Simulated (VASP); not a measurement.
# Te2Mo in VASP: single point with r2SCAN

Aim: the single point of Te2Mo with r2SCAN.

Everything below comes from runs of VASP 6.6.1. Logs are shortened: lines on timing, memory, paths and dates and some standing lists are left out, and cuts for length are marked.

## (1) The cell of the first run

The cell holds a slab with vacuum, 6 atoms: a = 3.420 Å, b = 3.420 Å, c = 24.730 Å, α = 90.00°, β = 90.00°, γ = 120.00°.

## (2) Single point, r2SCAN (strain -0.040 along x and y, +0.000 along z)

The input, POSCAR:

```
Te2Mo
1.0
    3.4198924191      0.0000000000      0.0000000000
   -1.7099462096      2.9617137132      0.0000000000
    0.0000000000      0.0000000000     24.7301496301
Te Mo
4 2
Direct
    0.3333333333      0.6666666667      0.0765285846
    0.6666666667      0.3333333333      0.7787587513
    0.6666666667      0.3333333333      0.9234714154
    0.3333333333      0.6666666667      0.2212412487
    0.3333333333      0.6666666667      0.8510711437
    0.6666666667      0.3333333333      0.1489288563
```

The input, INCAR.step1:

```
PREC = Accurate ; ENCUT = 520
ISMEAR = 0 ; SIGMA = 0.05
LREAL = False ; LASPH = True
NELM = 60 ; NBANDS = 35
GGA = PE ; ALGO = Normal
EDIFF = 1E-4 ; LWAVE = True
LCHARG = False
```

The input, INCAR.step2:

```
PREC = Accurate ; ENCUT = 520
EDIFF = 1E-6 ; ISMEAR = 0
SIGMA = 0.05 ; LREAL = False
LASPH = True ; NELM = 60
ALGO = Normal ; ISIF = 2
LWAVE = False ; LCHARG = False
METAGGA = R2SCAN ; LMIXTAU = True
NBANDS = 35 ; ISTART = 1
```

The input, KPOINTS:

```
regular mesh
0
Gamma
  12 12 2
```

Potentials or basis: VASP PAW PBE potentials, release 64 (Te, Mo_sv).

Command:

```sh
$ cat potpaw_PBE.64/Te/POTCAR potpaw_PBE.64/Mo_sv/POTCAR > POTCAR
$ cp INCAR.step1 INCAR
$ mpirun -np 1 vasp_std > vasp.out
$ cp INCAR.step2 INCAR
$ mpirun -np 1 vasp_std > vasp.out
```

OUTCAR:

```text
PREC = Accurate
   ENCUT = 520
   EDIFF = 1E-6
   ISMEAR = 0
   LREAL = False
   LASPH = True
   NELM = 60
   ISIF = 2
   METAGGA = R2SCAN
   ISTART = 1

 ion  position               nearest neighbor table
   1  0.333  0.667  0.077-   6 2.67   6 2.67   6 2.67   4 3.58
   2  0.667  0.333  0.779-   5 2.66   5 2.66   5 2.66   3 3.58
   3  0.667  0.333  0.923-   5 2.67   5 2.67   5 2.67   2 3.58
   4  0.333  0.667  0.221-   6 2.66   6 2.66   6 2.66   1 3.58
   5  0.333  0.667  0.851-   2 2.66   2 2.66   2 2.66   3 2.67   3 2.67   3 2.67
   6  0.667  0.333  0.149-   4 2.66   4 2.66   4 2.66   1 2.67   1 2.67   1 2.67

  LATTYP: Found a hexagonal cell.
 ALAT       =     3.4198924191
 C/A-ratio  =     7.2312653731

  Lattice vectors:

 A1 = (   3.4198924191,   0.0000000000,   0.0000000000)
 A2 = (  -1.7099462096,   2.9617137132,   0.0000000000)
 A3 = (   0.0000000000,   0.0000000000,  24.7301496301)

Analysis of symmetry for initial positions (statically):
=====================================================================
 Subroutine PRICEL returns:
 Original cell was already a primitive cell.

 Routine SETGRP: Setting up the symmetry group for a
 hexagonal supercell.

 Subroutine GETGRP returns: Found 12 space group operations
 (whereof 12 operations were pure point group operations)
 out of a pool of 24 trial point group operations.

The static configuration has the point symmetry D_3d.

Analysis of symmetry for dynamics (positions and initial velocities):
=====================================================================
 Subroutine PRICEL returns:
 Original cell was already a primitive cell.

 Routine SETGRP: Setting up the symmetry group for a
 hexagonal supercell.

 Subroutine GETGRP returns: Found 12 space group operations
 (whereof 12 operations were pure point group operations)
 out of a pool of 24 trial point group operations.

The dynamic configuration has the point symmetry D_3d.

 Subroutine INISYM returns: Found 12 space group operations
 (whereof 12 operations are pure point group operations),
 and found     1 'primitive' translations

----------------------------------------------------------------------------------------

                                     Primitive cell

  volume of cell :     250.4853

  direct lattice vectors                    reciprocal lattice vectors
     3.419892419  0.000000000  0.000000000     0.292406859  0.168821179  0.000000000
    -1.709946210  2.961713713  0.000000000     0.000000000  0.337642357  0.000000000
     0.000000000  0.000000000 24.730149630     0.000000000  0.000000000  0.040436472

  length of vectors
     3.419892419  3.419892419 24.730149630     0.337642357  0.337642357  0.040436472

  position of ions in fractional coordinates (direct lattice)
     0.333333333  0.666666667  0.076528585
     0.666666667  0.333333333  0.778758751
     0.666666667  0.333333333  0.923471415
     0.333333333  0.666666667  0.221241249
     0.333333333  0.666666667  0.851071144
     0.666666667  0.333333333  0.148928856

  ion indices of the primitive-cell ions
   primitive index   ion index
                 1           1
                 2           2
                 3           3
                 4           4
                 5           5
                 6           6

----------------------------------------------------------------------------------------

 KPOINTS: regular mesh

Automatic generation of k-mesh.
 Grid dimensions read from file:
 generate k-points for:   12   12    2

 Generating k-lattice:

  Cartesian coordinates                     Fractional coordinates (reciprocal lattice)
     0.024367238  0.014068432  0.000000000     0.083333333  0.000000000  0.000000000
     0.000000000  0.028136863  0.000000000     0.000000000  0.083333333  0.000000000
     0.000000000  0.000000000  0.020218236     0.000000000  0.000000000  0.500000000

  Length of vectors
     0.028136863  0.028136863  0.020218236

  Shift w.r.t. Gamma in fractional coordinates (k-lattice)
     0.000000000  0.000000000  0.000000000

 Subroutine IBZKPT returns following result:
 ===========================================

 Found     38 irreducible k-points:

 Following reciprocal coordinates:
            Coordinates               Weight
  0.000000  0.000000  0.000000      1.000000
  0.083333  0.000000  0.000000      6.000000
  0.166667  0.000000  0.000000      6.000000
  0.250000  0.000000  0.000000      6.000000
  0.333333  0.000000  0.000000      6.000000
  0.416667  0.000000  0.000000      6.000000
[... 16 lines left out ...]
  0.250000  0.000000  0.500000      6.000000
  0.333333  0.000000  0.500000      6.000000
 [... further k-points ...]
   k-points           NKPTS =     38   k-points in BZ     NKDIM =     38   number of bands    NBANDS=     35
   number of dos      NEDOS =    301   number of ions     NIONS =      6
   total plane-waves  NPLWV = 150528
   dimension x,y,z NGX =    28 NGY =   28 NGZ =  192
   dimension x,y,z NGXF=    56 NGYF=   56 NGZF=  384
   ions per type =               4   2
   NGX,Y,Z   is equivalent  to a cutoff of  13.61, 13.61, 12.91 a.u.
   NGXF,Y,Z  is equivalent  to a cutoff of  27.22, 27.22, 25.81 a.u.
 SYSTEM =  unknown system
   PREC   = accura    normal or accurate (medium, high low for compatibility)
   ISTART =      1    job   : 0-new  1-cont  2-samecut
   ICHARG =      0    charge: 1-file 2-atom 10-const
   ISPIN  =      1    spin polarized calculation?
   LNONCOLLINEAR =      F non collinear calculations
   LSORBIT =      F    spin-orbit coupling
   LASPH  =      T    aspherical Exc in radial PAW
   ENCUT  =  520.0 eV  38.22 Ry    6.18 a.u.   6.36  6.36 45.98*2*pi/ulx,y,z
   NELM   =     60;   NELMIN=  2; NELMDL=  0     # of ELM steps
   EDIFF  = 0.1E-05   stopping-criterion for ELM
   LREAL  =      F    real-space projection
   EDIFFG = 0.1E-04   stopping-criterion for IOM
   NSW    =      0    number of steps for IOM
   IBRION =     -1    ionic relax: 0-MD 1-quasi-New 2-CG
   NFREE  =      0    steps in history (QN), initial steepest desc. (CG)
   ISIF   =      2    stress and relaxation
   ISYM   =      2    0-nonsym 1-usesym 2-fastsym
   POTIM  = 0.5000    time-step for ionic-motion
   TEBEG  =    0.0;   TEEND  =   0.0 temperature during run
   PSTRESS=    0.0 pullay stress
   NELECT =      52.0000    total number of electrons
   NUPDOWN=      -1.0000    fix difference up-down
   EMIN   =  10.00;   EMAX   =-10.00  energy-range for DOS
   EFERMI =   0.00;   METHOD = LEGACY
   ISMEAR =     0;   SIGMA  =   0.05  broadening in eV -4-tet -1-fermi 0-gaus
   EFERMI_NEDOS =   21; number of points for ismear=-14 and -15
   IALGO  =     38    algorithm
   IMIX   =      4    mixing-type and parameters
     AMIX     =   0.40;   BMIX     =  1.00
     AMIX_MAG =   1.60;   BMIX_MAG =  1.00
  volume/ion in A,a.u.               =      41.75       281.73
  Fermi-wavevector in a.u.,A,eV,Ry     =   0.969353  1.831811 12.784644  0.939645
  Thomas-Fermi vector in A             =   2.099398
   LORBIT       =      0    0 simple, 1 ext, 2 COOP (PROOUT), +10 PAW based schemes
   METAGGA = R2SCAN    functional components
   LHFCALC =     F    Hartree Fock is set to
   AEXX    =    0.0000 exact exchange contribution
   IVDW    =     0    specifies the selected vdW correction
   LEPSILON=     F    determine dielectric tensor
   LRPA    =     F    only Hartree local field effects (RPA)
 non-spin polarized calculation
 Gauss-broadening in eV      SIGMA  =   0.05
  energy-cutoff  :      520.00
  volume of cell :      250.49
 maximum number of plane-waves:      6790
 NGX is ok and might be reduce to    28
   NGX = 13   NGY = 13   NGZ = 91

 number of electron      51.9999999 magnetization

 Free energy of the ion-electron system (eV)
  ---------------------------------------------------
  ext. energy  EPLUGINS =         0.00000000
  ---------------------------------------------------
  free energy    TOTEN  =      -155.25041631 eV

  energy without entropy =     -155.25041631  energy(sigma->0) =     -155.25041631

 E-fermi :   3.0768     XC(G=0):  -6.7853

 val. band max:        2.7321291320   @ k =   0.3333   0.3333   0.5000
 cond. band min:       3.9774541127   @ k =   0.2500   0.1667   0.0000
 fundamental gap:      1.2453249806
 Fermi energy:         3.0767916104

 k-point     1 :       0.0000    0.0000    0.0000
  band No.  band energies     occupation
      1     -59.7795      2.00000
      2     -59.7795      2.00000
      3     -33.3028      2.00000
      4     -33.3028      2.00000
      5     -33.0919      2.00000
      6     -33.0919      2.00000
[... 27 lines left out ...]
     34       6.8005      0.00000
     35       7.4309      0.00000

 k-point     2 :       0.0833    0.0000    0.0000
  band No.  band energies     occupation
      1     -59.7783      2.00000
      2     -59.7783      2.00000
      3     -33.2997      2.00000
      4     -33.2997      2.00000
      5     -33.1054      2.00000
      6     -33.1054      2.00000
[... 27 lines left out ...]
     34       6.5568      0.00000
     35       7.5710      0.00000

 k-point     3 :       0.1667    0.0000    0.0000
  band No.  band energies     occupation
      1     -59.7752      2.00000
      2     -59.7752      2.00000
      3     -33.2911      2.00000
      4     -33.2911      2.00000
      5     -33.1421      2.00000
      6     -33.1421      2.00000
[... 27 lines left out ...]
     34       6.7214      0.00000
     35       7.9182      0.00000
[... 723 lines left out ...]
 k-point    23 :       0.2500    0.0000    0.5000
  band No.  band energies     occupation
      1     -59.7709      2.00000
      2     -59.7709      2.00000
      3     -33.2793      2.00000
      4     -33.2793      2.00000
      5     -33.1919      2.00000
      6     -33.1919      2.00000
[... 27 lines left out ...]
     34       6.8934      0.00000
     35       8.4983      0.00000

 k-point    24 :       0.3333    0.0000    0.5000
  band No.  band energies     occupation
      1     -59.7667      2.00000
      2     -59.7667      2.00000
      3     -33.2675      2.00000
      4     -33.2675      2.00000
      5     -33.2413      2.00000
      6     -33.2413      2.00000
[... 27 lines left out ...]
     34       6.9877      0.00000
     35       8.8463      0.00000

 [... further k-points ...]
[... 5 lines left out ...]
  --------------------------------------------------------------------------------------
  -------------------------------------------------------------------------------------
  Total        8.8230088      8.8230088      6.2458900     -0.0000000      0.0000000      0.0000000
  in kB       56.4345455     56.4345455     39.9505394     -0.0000000      0.0000000      0.0000000
  external PRESSURE =      50.9398768 kB  Pullay stress =       0.0000000 kB

 VOLUME and BASIS-vectors are now :
 -----------------------------------------------------------------------------
  energy-cutoff  :      520.00
  volume of cell :      250.49
      direct lattice vectors                 reciprocal lattice vectors
     3.419892419  0.000000000  0.000000000     0.292406859  0.168821179  0.000000000
    -1.709946210  2.961713713  0.000000000     0.000000000  0.337642357  0.000000000
     0.000000000  0.000000000 24.730149630     0.000000000  0.000000000  0.040436472

 POSITION                                       TOTAL-FORCE (eV/Angst)
 -----------------------------------------------------------------------------------
     -0.00000      1.97448      1.89256        -0.000000     -0.000000     -0.852364
      1.70995      0.98724     19.25882         0.000000      0.000000     -0.867571
      1.70995      0.98724     22.83759         0.000000      0.000000      0.852364
     -0.00000      1.97448      5.47133        -0.000000      0.000000      0.867571
     -0.00000      1.97448     21.04712         0.000000      0.000000     -0.000698
      1.70995      0.98724      3.68303        -0.000000      0.000000      0.000698
 -----------------------------------------------------------------------------------
    total drift:                                0.000000      0.000000     -0.000000

  FREE ENERGIE OF THE ION-ELECTRON SYSTEM (eV)
  ---------------------------------------------------
  free  energy   TOTEN  =      -155.2504163149 eV

  energy  without entropy=     -155.2504163149  energy(sigma->0) =     -155.25041631
```

Run time: 16 min. Hardware: 1 thread of Intel Xeon 6975P-C (Granite Rapids), shared host; peak memory 0.58 GiB.

What came out:

| Item | Value |
| --- | --- |
| Free energy | -155.2504 eV |
| Largest force | 0.868 eV/Å |
| Band gap on the k mesh | 1.25 eV, indirect (least direct gap 1.41 eV) |

Forces on the atoms (eV/Å):
```
Te   0.000  0.000 -0.852
Te   0.000  0.000 -0.868
Te   0.000  0.000  0.852
Te   0.000  0.000  0.868
Mo   0.000  0.000 -0.001
Mo   0.000  0.000  0.001
```

Caveat: the cell differs from its parent crystal (strain -0.040 along x and y, +0.000 along z); the PAW data sets were made with another functional, which shifts forces and pressure a little; spin-orbit coupling is left out, which moves the levels of the heavy elements.
